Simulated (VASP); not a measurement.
Input of a VASP 6.6.1 run:

Contents of INCAR:

```
PREC = Accurate
ENCUT = 520
EDIFF = 1E-7
ISMEAR = 0
SIGMA = 0.1
LREAL = False
LASPH = True
NELM = 80
ALGO = Normal
ISIF = 2
LWAVE = False
LCHARG = False
GGA = PE
NBANDS = 21
```

The input KPOINTS:

```
Automatic mesh
0
Gamma
  8 8 14
```

POSCAR

```
Be3TeO2
1.0
    2.4013980096     -6.7562503874      0.0000000000
    2.4013980096      6.7562503874      0.0000000000
    0.0000000000      0.0000000000      2.5584926771
Be Te O
3 1 2
Direct
    0.7528377356      0.2471622644      0.0000000000
    0.2471622644      0.7528377356      0.0000000000
    0.5000000000      0.5000000000      0.5000000000
    0.0000000000      0.0000000000      0.0000000000
    0.5000000000      0.0000000000      0.5000000000
    0.0000000000      0.5000000000      0.5000000000
```

Potentials or basis: VASP PAW PBE potentials, release 64 (Be, Te, O).

Run with:

```bash
$ cat potpaw_PBE.64/Be/POTCAR potpaw_PBE.64/Te/POTCAR potpaw_PBE.64/O/POTCAR > POTCAR
$ mpirun -np 1 vasp_std > vasp.out
```

(1) What does it give for the band gap on the k mesh?

(2) What does it give for the pressure?

## Answers

(1) zero (band 12 reaches 5.78 eV, above the bottom of band 13 at 3.51 eV).

(2) 0.2 GPa.

Caveat: spin-orbit coupling is left out, which moves the levels of the heavy elements.
